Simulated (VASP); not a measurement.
A run of VASP 6.6.1 is set up as follows.

The input INCAR:

```
SYSTEM = FeO
PREC = Accurate
ENCUT = 520
EDIFF = 1E-6
ISMEAR = 0
SIGMA = 0.022
LREAL = .False.
LASPH = .True.
NELM = 150
ALGO = Normal
ISIF = 2
LWAVE = .False.
LCHARG = .True.
ISPIN = 2
MAGMOM = 3 0
LORBIT = 11
LMAXMIX = 4
GGA = PE
LELF = .True.
LVHAR = .True.
NBANDS = 18
```

KPOINTS

```
Automatic mesh
0
Gamma
  11 11 11
  0 0 0
```

POSCAR

```
FeO
1.0
    0.0000000000      2.1554000000      2.1554000000
    2.1554000000      0.0000000000      2.1554000000
    2.1554000000      2.1554000000      0.0000000000
Fe O
1 1
Direct
    0.0000000000      0.0000000000      0.0000000000
    0.5000000000      0.5000000000      0.5000000000
```

Potentials or basis: VASP PAW PBE potentials, release 64 (Fe, O).

Launch:

```console
$ cat potpaw_PBE.64/Fe/POTCAR potpaw_PBE.64/O/POTCAR > POTCAR
$ mpirun -np 1 vasp_std > vasp.out
```

Task: What does it give for the band gap on the k mesh?

Result: Zero (filled and empty bands overlap).

Task: Estimate the pressure.

Result: -0.2 GPa.

Task: Estimate the net moment.

Result: 4.00 μB per cell.

Caveat: a cell with one magnetic atom can't hold antiferromagnetic order, which such compounds often take; semilocal functionals often make such compounds metallic where correlation or magnetic order opens a gap, which also shifts bond lengths.

**The experiment to reproduce.**

“W\"ustite: Electric, thermodynamic and optical properties of FeO”, 2012, arxiv:1203.1201 quotes, for a bulk crystal of FeO: band gap 2.4 eV (optical).

Measured gap of FeO: 2.4 eV (optical; quoted in “W\"ustite: Electric, thermodynamic and optical properties of FeO”, 2012, arxiv:1203.1201). This calculation gives 0.00 eV (-2.40 eV). So large a miss can be the level of theory's own, or it may mean another phase, state or a wrong row. The value is that of PBE on a finite k mesh, which can miss the band edges, without temperature or zero-point motion. Semilocal functionals fall short of measured gaps as a rule. The run's magnetic order (collinear spin, ferromagnetic start) needn't be the measured crystal's.
